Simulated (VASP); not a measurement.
# Bi (P6_3/mmc) in VASP: notebook

Runs on Bi. Level: PBEsol. Tasks: single point.

Everything below comes from runs of VASP 6.6.1. Logs are shortened: lines on timing, memory, paths and dates and some standing lists are left out, and cuts for length are marked.

### Step 1. The cell of the first run

It takes space group P6_3/mmc (No. 194, hexagonal). The conventional cell has a = 4.569 Å, b = 4.569 Å, c = 11.907 Å, α = 90.00°, β = 90.00°, γ = 120.00°.

This isn't the form of Bi at room conditions, which is rhombohedral.

### Step 2. Single point, PBEsol (107.64 Å³/atom)

Contents of INCAR:

```
SYSTEM = Bi
PREC = Accurate ; ENCUT = 520
EDIFF = 1E-6 ; ISMEAR = -1
SIGMA = 0.03 ; LREAL = .FALSE.
LASPH = .TRUE. ; NELM = 100
ALGO = Normal ; ISIF = 2
LWAVE = .FALSE. ; LCHARG = .FALSE.
GGA = PS ; NBANDS = 22
```

Contents of KPOINTS:

```
Automatic mesh
0
G
  9 9 3
  0 0 0
```

Contents of POSCAR:

```
Bi
1.0
    4.5690607804      0.0000000000      0.0000000000
   -2.2845303902      3.9569227073      0.0000000000
    0.0000000000      0.0000000000     11.9073400314
Bi
2
Direct
    0.3333333333      0.6666666667      0.2500000000
    0.6666666667      0.3333333333      0.7500000000
```

Potentials or basis: VASP PAW PBE potentials, release 64 (Bi_d).

Run with:

```console
> cat potpaw_PBE.64/Bi_d/POTCAR > POTCAR
> mpirun -np 1 vasp_std > vasp.out
```

OUTCAR:

```text
SYSTEM = Bi
   PREC = Accurate
   ENCUT = 520
   EDIFF = 1E-6
   ISMEAR = -1
   LREAL = .FALSE.
   LASPH = .TRUE.
   NELM = 100
   ISIF = 2
   GGA = PS

 ion  position               nearest neighbor table
   1  0.333  0.667  0.250-
   2  0.667  0.333  0.750-

  LATTYP: Found a hexagonal cell.
 ALAT       =     4.5690607804
 C/A-ratio  =     2.6060804624

  Lattice vectors:

 A1 = (   4.5690607804,   0.0000000000,   0.0000000000)
 A2 = (  -2.2845303902,   3.9569227073,   0.0000000000)
 A3 = (   0.0000000000,   0.0000000000,  11.9073400314)

Analysis of symmetry for initial positions (statically):
=====================================================================
 Subroutine PRICEL returns:
 Original cell was already a primitive cell.

 Routine SETGRP: Setting up the symmetry group for a
 hexagonal supercell.

 Subroutine GETGRP returns: Found 24 space group operations
 (whereof 12 operations were pure point group operations)
 out of a pool of 24 trial point group operations.

The static configuration has the point symmetry D_3d.
 The point group associated with its full space group is D_6h.

Analysis of symmetry for dynamics (positions and initial velocities):
=====================================================================
 Subroutine PRICEL returns:
 Original cell was already a primitive cell.

 Routine SETGRP: Setting up the symmetry group for a
 hexagonal supercell.

 Subroutine GETGRP returns: Found 24 space group operations
 (whereof 12 operations were pure point group operations)
 out of a pool of 24 trial point group operations.

The dynamic configuration has the point symmetry D_3d.
 The point group associated with its full space group is D_6h.

 Subroutine INISYM returns: Found 24 space group operations
 (whereof 12 operations are pure point group operations),
 and found     1 'primitive' translations

----------------------------------------------------------------------------------------

                                     Primitive cell

  volume of cell :     215.2778

  direct lattice vectors                    reciprocal lattice vectors
     4.569060780  0.000000000  0.000000000     0.218863361  0.126360821  0.000000000
    -2.284530390  3.956922707  0.000000000     0.000000000  0.252721641  0.000000000
     0.000000000  0.000000000 11.907340031     0.000000000  0.000000000  0.083981813

  length of vectors
     4.569060780  4.569060780 11.907340031     0.252721641  0.252721641  0.083981813

  position of ions in fractional coordinates (direct lattice)
     0.333333333  0.666666667  0.250000000
     0.666666667  0.333333333  0.750000000

  ion indices of the primitive-cell ions
   primitive index   ion index
                 1           1
                 2           2

----------------------------------------------------------------------------------------

 KPOINTS: Automatic mesh

Automatic generation of k-mesh.
 Grid dimensions read from file:
 generate k-points for:    9    9    3

 Generating k-lattice:

  Cartesian coordinates                     Fractional coordinates (reciprocal lattice)
     0.024318151  0.014040091  0.000000000     0.111111111 -0.000000000  0.000000000
     0.000000000  0.028080182  0.000000000     0.000000000  0.111111111  0.000000000
     0.000000000  0.000000000  0.027993938     0.000000000  0.000000000  0.333333333

  Length of vectors
     0.028080182  0.028080182  0.027993938

  Shift w.r.t. Gamma in fractional coordinates (k-lattice)
     0.000000000  0.000000000  0.000000000

 Subroutine IBZKPT returns following result:
 ===========================================

 Found     24 irreducible k-points:

 Following reciprocal coordinates:
            Coordinates               Weight
  0.000000  0.000000  0.000000      1.000000
  0.111111  0.000000  0.000000      6.000000
  0.222222  0.000000  0.000000      6.000000
  0.333333  0.000000  0.000000      6.000000
  0.444444  0.000000  0.000000      6.000000
  0.111111  0.111111  0.000000      6.000000
[... 16 lines left out ...]
  0.333333  0.222222  0.333333     24.000000
  0.333333  0.333333  0.333333      4.000000
   k-points           NKPTS =     24   k-points in BZ     NKDIM =     24   number of bands    NBANDS=     22
   number of dos      NEDOS =    301   number of ions     NIONS =      2
   total plane-waves  NPLWV = 116640
   dimension x,y,z NGX =    36 NGY =   36 NGZ =   90
   dimension x,y,z NGXF=    72 NGYF=   72 NGZF=  180
   ions per type =               2
   NGX,Y,Z   is equivalent  to a cutoff of  13.10, 13.10, 12.57 a.u.
   NGXF,Y,Z  is equivalent  to a cutoff of  26.20, 26.20, 25.13 a.u.
 SYSTEM =  Bi
   PREC   = accura    normal or accurate (medium, high low for compatibility)
   ISTART =      0    job   : 0-new  1-cont  2-samecut
   ICHARG =      2    charge: 1-file 2-atom 10-const
   ISPIN  =      1    spin polarized calculation?
   LNONCOLLINEAR =      F non collinear calculations
   LSORBIT =      F    spin-orbit coupling
   LASPH  =      T    aspherical Exc in radial PAW
   ENCUT  =  520.0 eV  38.22 Ry    6.18 a.u.   8.50  8.50 22.14*2*pi/ulx,y,z
   NELM   =    100;   NELMIN=  2; NELMDL= -5     # of ELM steps
   EDIFF  = 0.1E-05   stopping-criterion for ELM
   LREAL  =      F    real-space projection
   EDIFFG = 0.1E-04   stopping-criterion for IOM
   NSW    =      0    number of steps for IOM
   IBRION =     -1    ionic relax: 0-MD 1-quasi-New 2-CG
   NFREE  =      0    steps in history (QN), initial steepest desc. (CG)
   ISIF   =      2    stress and relaxation
   ISYM   =      2    0-nonsym 1-usesym 2-fastsym
   POTIM  = 0.5000    time-step for ionic-motion
   TEBEG  =    0.0;   TEEND  =   0.0 temperature during run
   PSTRESS=    0.0 pullay stress
   NELECT =      30.0000    total number of electrons
   NUPDOWN=      -1.0000    fix difference up-down
   EMIN   =  10.00;   EMAX   =-10.00  energy-range for DOS
   EFERMI =   0.00;   METHOD = LEGACY
   ISMEAR =    -1;   SIGMA  =   0.03  broadening in eV -4-tet -1-fermi 0-gaus
   EFERMI_NEDOS =   21; number of points for ismear=-14 and -15
   IALGO  =     38    algorithm
   IMIX   =      4    mixing-type and parameters
     AMIX     =   0.40;   BMIX     =  1.00
     AMIX_MAG =   1.60;   BMIX_MAG =  1.00
  volume/ion in A,a.u.               =     107.64       726.38
  Fermi-wavevector in a.u.,A,eV,Ry     =   0.848755  1.603914  9.801425  0.720384
  Thomas-Fermi vector in A             =   1.964468
   LORBIT       =      0    0 simple, 1 ext, 2 COOP (PROOUT), +10 PAW based schemes
   GGA     = PS    functional components
   LHFCALC =     F    Hartree Fock is set to
   AEXX    =    0.0000 exact exchange contribution
   IVDW    =     0    specifies the selected vdW correction
   LEPSILON=     F    determine dielectric tensor
   LRPA    =     F    only Hartree local field effects (RPA)
 non-spin polarized calculation
  energy-cutoff  :      520.00
  volume of cell :      215.28
 maximum number of plane-waves:      5840
 NGX is ok and might be reduce to    36
   NGX = 17   NGY = 17   NGZ = 45

 number of electron      29.9999991 magnetization

 Free energy of the ion-electron system (eV)
  ---------------------------------------------------
  ext. energy  EPLUGINS =         0.00000000
  ---------------------------------------------------
  free energy    TOTEN  =        -3.28794973 eV

  energy without entropy =       -3.26585580  energy(sigma->0) =       -3.27690277

 E-fermi :  -1.2258     XC(G=0):  -5.3613

 val. band max:       -1.2480745848   @ k =   0.2222   0.2222   0.3333
 cond. band min:      -1.2248570455   @ k =   0.3333   0.0000   0.3333
 fundamental gap:      0.0232175393
 Fermi energy:        -1.2257578069

 k-point     1 :       0.0000    0.0000    0.0000
  band No.  band energies     occupation
      1     -23.9965      2.00000
      2     -23.9964      2.00000
      3     -23.9915      2.00000
      4     -23.9915      2.00000
      5     -23.9915      2.00000
      6     -23.9915      2.00000
[... 14 lines left out ...]
     21       4.4230      0.00000
     22       4.5892      0.00000

 k-point     2 :       0.1111    0.0000    0.0000
  band No.  band energies     occupation
      1     -23.9961      2.00000
      2     -23.9961      2.00000
      3     -23.9918      2.00000
      4     -23.9918      2.00000
      5     -23.9916      2.00000
      6     -23.9916      2.00000
[... 14 lines left out ...]
     21       4.5453      0.00000
     22       4.8207      0.00000

 k-point     3 :       0.2222    0.0000    0.0000
  band No.  band energies     occupation
      1     -23.9952      2.00000
      2     -23.9952      2.00000
      3     -23.9924      2.00000
      4     -23.9924      2.00000
      5     -23.9918      2.00000
      6     -23.9917      2.00000
[... 14 lines left out ...]
     21       4.4707      0.00000
     22       5.0757      0.00000

 k-point     4 :       0.3333    0.0000    0.0000
  band No.  band energies     occupation
      1     -23.9943      2.00000
      2     -23.9943      2.00000
      3     -23.9932      2.00000
      4     -23.9932      2.00000
      5     -23.9920      2.00000
      6     -23.9919      2.00000
[... 14 lines left out ...]
     21       4.2338      0.00000
     22       4.7645      0.00000

 k-point     5 :       0.4444    0.0000    0.0000
  band No.  band energies     occupation
      1     -23.9939      2.00000
      2     -23.9939      2.00000
      3     -23.9936      2.00000
      4     -23.9936      2.00000
      5     -23.9921      2.00000
      6     -23.9921      2.00000
[... 417 lines left out ...]
 k-point    22 :       0.2222    0.2222    0.3333
  band No.  band energies     occupation
      1     -23.9935      2.00000
      2     -23.9935      2.00000
      3     -23.9932      2.00000
      4     -23.9932      2.00000
      5     -23.9923      2.00000
      6     -23.9923      2.00000
[... 14 lines left out ...]
     21       5.2084      0.00000
     22       5.5361      0.00000

 k-point    23 :       0.3333    0.2222    0.3333
  band No.  band energies     occupation
      1     -23.9934      2.00000
      2     -23.9934      2.00000
      3     -23.9930      2.00000
      4     -23.9930      2.00000
      5     -23.9926      2.00000
      6     -23.9926      2.00000
[... 14 lines left out ...]
     21       4.8975      0.00000
     22       5.3118      0.00000

 k-point    24 :       0.3333    0.3333    0.3333
  band No.  band energies     occupation
      1     -23.9931      2.00000
      2     -23.9931      2.00000
      3     -23.9931      2.00000
      4     -23.9931      2.00000
      5     -23.9926      2.00000
      6     -23.9926      2.00000
[... 14 lines left out ...]
     21       4.3342      0.00000
     22       4.8318      0.00000

------------------------ aborting loop because EDIFF is reached ----------------------------------------

  FORCE on cell =-STRESS in cart. coord.  units (eV):
  Direction    XX          YY          ZZ          XY          YZ          ZX
  --------------------------------------------------------------------------------------
  -------------------------------------------------------------------------------------
  Total       -6.6890739     -6.6890739     -0.5030326      0.0000000     -0.0000000      0.0000000
  in kB      -49.7825704    -49.7825704     -3.7437552      0.0000000     -0.0000000      0.0000000
  external PRESSURE =     -34.4362987 kB  Pullay stress =       0.0000000 kB

 VOLUME and BASIS-vectors are now :
 -----------------------------------------------------------------------------
  energy-cutoff  :      520.00
  volume of cell :      215.28
      direct lattice vectors                 reciprocal lattice vectors
     4.569060780  0.000000000  0.000000000     0.218863361  0.126360821  0.000000000
    -2.284530390  3.956922707  0.000000000     0.000000000  0.252721641  0.000000000
     0.000000000  0.000000000 11.907340031     0.000000000  0.000000000  0.083981813

 POSITION                                       TOTAL-FORCE (eV/Angst)
 -----------------------------------------------------------------------------------
     -0.00000      2.63795      2.97684        -0.000000      0.000000      0.000000
      2.28453      1.31897      8.93051         0.000000     -0.000000      0.000000
 -----------------------------------------------------------------------------------
    total drift:                                0.000000     -0.000000      0.000000

  FREE ENERGIE OF THE ION-ELECTRON SYSTEM (eV)
  ---------------------------------------------------
  free  energy   TOTEN  =        -3.2879497347 eV

  energy  without entropy=       -3.2658557999  energy(sigma->0) =       -3.27690277
```

It took 84 s on 1 thread of Intel Xeon Platinum 8259CL at 2.50GHz (Skylake/Cascade Lake), shared host; peak memory 0.37 GiB.

Results:

* Free energy: -3.2879 eV
* Pressure: -3.4 GPa
* Band gap on the k mesh: zero (bands 15 and 16 overlap by 2.06 eV)

Stress tensor (GPa, compression positive):
```
-4.98  0.00  0.00
 0.00 -4.98  0.00
 0.00  0.00 -0.37
```

Caveat: the cell stands under tension; the PAW data sets were made with another functional, which shifts forces and pressure a little; spin-orbit coupling is left out, which moves the levels of the heavy elements.

[end of part 1 of 2]
